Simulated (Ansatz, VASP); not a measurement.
# B in VASP and in Ansatz

```
CELL_PARAMETERS angstrom
2.94120 0.00000 0.00000
0.00000 3.28670 0.00000
0.00000 0.00000 8.59811
ATOMIC_POSITIONS crystal
B 0.74833 0.64799 0.69153
B 0.75167 0.14799 0.80847
B 0.24833 0.85201 0.80847
B 0.25167 0.35201 0.69153
B 0.25167 0.35201 0.30847
B 0.24833 0.85201 0.19153
B 0.75167 0.14799 0.19153
B 0.74833 0.64799 0.30847
B 0.32712 0.72239 0.00000
B 0.17288 0.22239 0.50000
B 0.82712 0.77761 0.50000
B 0.67288 0.27761 0.00000
```

Alike in both runs: functional PBE; k mesh 6 × 6 × 2; occupations gaussian, width 0.1 eV; no spin polarisation.

Ansatz relaxed the structure, and its values are those at the end. VASP's run is a single point on that final structure, the one shown.

|  | VASP | Ansatz |
| --- | --- | --- |
| version | VASP 6.6.1 | Ansatz 0.2.0 |
| potentials or method | VASP PAW PBE potentials, release 64 (B), cutoff 520 eV | scalar-relativistic, plane waves, PAW |
| valence electrons in the cell | 36 | 36 |

Ansatz gave:

```
gap on the k mesh at the Fermi level (eV) : none
pressure (GPa)                            : 0.1
rms of the force components (eV/Å)        : 0.011
```

Problem. Which values does VASP return?

Solution. gap on the k mesh at the Fermi level (eV): none; pressure (GPa): 0.1; rms of the force components (eV/Å): 0.010.

A gap of «none» marks a metal or a gap that the smearing closes.

The k mesh is coarse, so the values compare programs but aren't converged.
